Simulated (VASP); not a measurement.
The system is Nb.

```
CELL_PARAMETERS angstrom
0.00000 2.11500 2.11500
2.11500 0.00000 2.11500
2.11500 2.11500 0.00000
ATOMIC_POSITIONS crystal
Nb 0.00000 0.00000 0.00000
```

* Program: VASP 6.6.1
* Task: relaxation of cell and atoms
* Functional: LDA
* Potentials or basis: VASP PAW LDA potentials, release 64 (Nb_sv)
* Cutoff: 600 eV
* k mesh: 11 × 11 × 11
* Occupations: fermi-dirac, width 0.05 eV
* Spin: no spin polarisation

At the start: pressure -11.2 GPa; volume 18.92 Å³/atom.

Q: How do energy, volume and symmetry change on relaxing?

A: Over 6 steps the energy falls by 45.4 meV/atom and the volume is 17.69 Å³/atom (-6.5 %); space group Fm-3m (No. 225, to 0.05 Å).

The path:
```
step  energy change (eV)  largest force (eV/Å)  pressure (GPa)  volume (Å³)
   1              0.0000                0.0000          -11.16        18.92
   2              0.1361                0.0000           29.60        15.54
   3             -0.0453                0.0000           -0.63        17.74
   4             -0.0454                0.0000           -0.19        17.68
   5             -0.0454                0.0000            0.10        17.66
   6             -0.0454                0.0000            0.02        17.69
```

Final structure:
```cif
data_structure
_symmetry_space_group_name_H-M 'P 1'
_symmetry_Int_Tables_number 1
_cell_length_a 2.9244
_cell_length_b 2.9244
_cell_length_c 2.9244
_cell_angle_alpha 60.000
_cell_angle_beta 60.000
_cell_angle_gamma 60.000
_cell_volume 17.69
loop_
_atom_site_label
_atom_site_type_symbol
_atom_site_fract_x
_atom_site_fract_y
_atom_site_fract_z
_atom_site_occupancy
Nb1 Nb 0.00000 0.00000 0.00000 1
```
